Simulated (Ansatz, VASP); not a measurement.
# AgI in VASP and in Ansatz

Contents of INCAR:

```
SYSTEM = AgI
PREC = Accurate ; ENCUT = 500
EDIFF = 1E-6 ; ISMEAR = 0
SIGMA = 0.01 ; LREAL = .FALSE.
LASPH = .TRUE. ; NELM = 120
ALGO = Normal ; ISIF = 2
LWAVE = .FALSE. ; LCHARG = .FALSE.
GGA = PE ; NBANDS = 16
GGA_COMPAT = .FALSE.
```

Contents of KPOINTS:

```
regular mesh
0
G
  6 6 6
  0 0 0
```

Contents of POSCAR:

```
AgI
1.0
    0.0000000000      3.2885748994      3.2885748994
    3.2885748994      0.0000000000      3.2885748994
    3.2885748994      3.2885748994      0.0000000000
Ag I
1 1
Direct
    0.0000000000      0.0000000000      0.0000000000
    0.2500000000      0.2500000000      0.2500000000
```

Input for Ansatz:

```yaml
crystal:
  lattice:
    - [0.0, 3.2885748994, 3.2885748994]
    - [3.2885748994, 0.0, 3.2885748994]
    - [3.2885748994, 3.2885748994, 0.0]
  atoms:
    - { symbol: Ag, position: [0.0, 0.0, 0.0] }
    - { symbol: I, position: [0.25, 0.25, 0.25] }
kpoints:
  mp_grid: { grid: [6, 6, 6] }
  band_path:
    path:
      - [0.0, 0.0, 0.0]
      - [-0.5, -0.5, 0.0]
      - [-0.375, -0.375, 0.25]
      - [-0.375, 0.0, 0.375]
      - [0.0, 0.0, 0.5]
      - [-0.5, -0.25, 0.25]
    npoints: 1
hamiltonian:
  xc: pbe
scf:
  occupations: { method: fixed }
  n_extra_bands: 4
output:
  forces: true
  stress: true
  eigenvalues: true
```

Alike in both runs: task single point; functional PBE; k mesh 6 × 6 × 6; no spin polarisation.

|  | VASP | Ansatz |
| --- | --- | --- |
| version | VASP 6.6.1 | Ansatz 0.2.0 |
| potentials or method | VASP PAW PBE potentials, release 64 (Ag, I) | plane waves, PAW |
| plane-wave cutoff (eV) | 500 | 420 |
| occupations | gaussian, width 0.01 eV | fixed |
| valence electrons in the cell | 18 | 36 |

```csv
,VASP,Ansatz,Ansatz less VASP
gap on the k mesh at the Fermi level (eV),1.34,1.34,-0.002
pressure (GPa),0.6,0.6,+0.04
```

VASP's potentials hold 18 valence electrons a cell and Ansatz's 36, so a difference there can come from the potentials and not from the codes.

Neither program's run includes spin-orbit coupling.
